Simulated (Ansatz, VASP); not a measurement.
**One calculation of CdS, two programs**

INCAR

```
SYSTEM = CdS
  PREC = Accurate
  ENCUT = 500
  EDIFF = 1E-6
  ISMEAR = 0
  SIGMA = 0.1
  LREAL = .False.
  LASPH = .True.
  NELM = 120
  ALGO = Normal
  ISIF = 2
  LWAVE = .False.
  LCHARG = .False.
  GGA = PE
  NBANDS = 16
  GGA_COMPAT = .False.
```

KPOINTS

```
Automatic mesh
0
Gamma
  6 6 6
  0 0 0
```

The input POSCAR:

```
CdS
1.0
    0.0000000000      2.9798940138      2.9798940138
    2.9798940138      0.0000000000      2.9798940138
    2.9798940138      2.9798940138      0.0000000000
Cd S
1 1
Direct
    0.0000000000      0.0000000000      0.0000000000
    0.2500000000      0.2500000000      0.2500000000
```

Input for Ansatz:

```yaml
crystal:
  lattice:
    - [0.0, 2.9798940138, 2.9798940138]
    - [2.9798940138, 0.0, 2.9798940138]
    - [2.9798940138, 2.9798940138, 0.0]
  atoms:
    - { symbol: Cd, position: [0.0, 0.0, 0.0] }
    - { symbol: S, position: [0.25, 0.25, 0.25] }
basis:
  ecutwfc: 420
kpoints:
  mp_grid: { grid: [6, 6, 6] }
hamiltonian:
  xc: pbe
scf:
  occupations: { method: gaussian, width: 0.1 }
output:
  forces: true
  stress: true
  eigenvalues: true
```

Alike in both runs: task single point; functional PBE; k mesh 6 × 6 × 6; occupations gaussian, width 0.1 eV; no spin polarisation.

|  | VASP | Ansatz |
| --- | --- | --- |
| version | VASP 6.6.1 | Ansatz 0.2.0 |
| potentials or method | VASP PAW PBE potentials, release 64 (Cd, S), cutoff 500 eV | scalar-relativistic, plane waves, PAW |
| valence electrons in the cell | 18 | 26 |

|  | VASP | Ansatz | Ansatz less VASP |
| --- | --- | --- | --- |
| gap on the k mesh at the Fermi level (eV) | 1.00 | 1.00 | -0.001 |
| least direct gap on the mesh (eV) | 1.00 | 1.00 | -0.001 |
| pressure (GPa) | -0.6 | -0.9 | -0.25 |

VASP's potentials hold 18 valence electrons a cell and Ansatz's 26, so a difference there can come from the potentials and not from the codes.
